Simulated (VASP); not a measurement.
Set up this calculation in VASP 6.6.1, as the native input.

| Quantity | Value |
| --- | --- |
| Task | single point |
| Functional | LDA |
| Potentials or basis | VASP PAW LDA potentials, release 64 (Sn_d, Al) |
| Cutoff | 520 eV |
| k mesh | 7 × 7 × 8 |
| Occupations | fermi-dirac, width 0.05 eV |
| Spin | no spin polarisation |
| Dipole correction | no |
| Further INCAR settings | ALGO = Fast; EDIFF = 1e-07; NBANDS = 16 |

The structure of AlSn lies in POSCAR:

```
AlSn
1.0
    4.2533501828      0.0000000000      0.0000000000
   -2.1266750913      3.6835093094      0.0000000000
    0.0000000000      0.0000000000      3.3503631350
Sn Al
1 1
Direct
    0.3333333333      0.6666666667      0.5000000000
    0.0000000000      0.0000000000      0.0000000000
```

The input as run:

INCAR

```
SYSTEM = AlSn
  ALGO = Fast
  EDIFF = 1E-7
  ENCUT = 520
  GGA = CA
  ISIF = 2
  ISMEAR = -1
  LASPH = .True.
  LCHARG = .True.
  LELF = .True.
  LREAL = .False.
  LVHAR = .True.
  LWAVE = .False.
  NBANDS = 16
  NELM = 100
  PREC = Accurate
  SIGMA = 0.05
```

KPOINTS

```
k-points
0
Gamma
  7 7 8
  0 0 0
```

Potentials or basis: VASP PAW LDA potentials, release 64 (Sn_d, Al).

Run with:

```bash
$ cat potpaw_LDA.64/Sn_d/POTCAR potpaw_LDA.64/Al/POTCAR > POTCAR
$ mpirun -np 1 vasp_std > vasp.out
```

It gave:

The pressure is -4.6 GPa.

Run time: 38 s on 1 thread of Intel(R) Xeon(R) Platinum 8488C (Sapphire Rapids), with other jobs on the host, peak memory 0.16 GiB.
